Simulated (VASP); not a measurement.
Crystal: Ni.

```
CELL_PARAMETERS angstrom
-1.40192 1.40192 1.40192
1.40192 -1.40192 1.40192
1.40192 1.40192 -1.40192
ATOMIC_POSITIONS crystal
Ni 0.00000 0.00000 0.00000
```

Base run:

| Property | Result |
| --- | --- |
| Program | VASP 6.6.1 |
| Functional | r2SCAN |
| Potentials or basis | VASP PAW PBE potentials, release 64 (Ni) |
| Cutoff | 520 eV |
| k mesh | 13 × 13 × 13 |
| Occupations | fermi-dirac, width 0.05 eV |
| Spin | collinear spin, ferromagnetic start |
| Starting moments | [1.0] μB |

Its results: pressure -7.3 GPa; net moment 0.65 μB per cell; site moments Ni +0.67 μB.

Q: The run is repeated on the same cell with these changes: functional from r2SCAN to PBEsol; further incar settings from ALGO = Normal; EDIFF = 1e-06; NBANDS = 15 to ALGO = Fast; EDIFF = 1e-06; NBANDS = 15. What comes out?

A: Pressure -9.8 GPa; net moment 0.60 μB per cell; site moments Ni +0.60 μB.

Caveats: the PAW data sets were made with another functional, which shifts forces and pressure a little.
